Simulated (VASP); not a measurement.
Here is a VASP 6.6.1 calculation.

INCAR

```
ALGO = Normal
EDIFF = 1E-6
ENCUT = 500
GGA = PE
GGA_COMPAT = F
ISIF = 2
ISMEAR = 0
LASPH = T
LCHARG = F
LREAL = F
LWAVE = F
NBANDS = 26
NELM = 120
PREC = Accurate
SIGMA = 0.1
```

The input KPOINTS:

```
k-points
0
Gamma
  6 6 4
```

POSCAR

```
ZnS
1.0
    3.6044880043      0.0000000000      0.0000000000
   -1.8022440021      3.1215781793      0.0000000000
    0.0000000000      0.0000000000      7.6965941453
Zn S
2 2
Direct
    0.0000000000      0.0000000000      0.7500000000
    0.0000000000      0.0000000000      0.2500000000
    0.3333333300      0.6666666700      0.2500000000
    0.6666666700      0.3333333300      0.7500000000
```

Potentials or basis: VASP PAW PBE potentials, release 64 (Zn, S).

The run is started by

```bash
$ cat potpaw_PBE.64/Zn/POTCAR potpaw_PBE.64/S/POTCAR > POTCAR
$ mpirun -np 1 vasp_std > vasp.out
```

Task: Estimate the pressure.

Result: 18.3 GPa.

Task: Predict the band gap on the k mesh.

Result: 2.80 eV, direct.

Stress tensor (GPa, compression positive):
```
26.95  0.00  0.00
 0.00 26.95  0.00
 0.00  0.00  0.93
```

Caveat: the cell differs from its parent crystal (O replaced by S, lengths x 1.124, strained). A k mesh can miss the band edges.
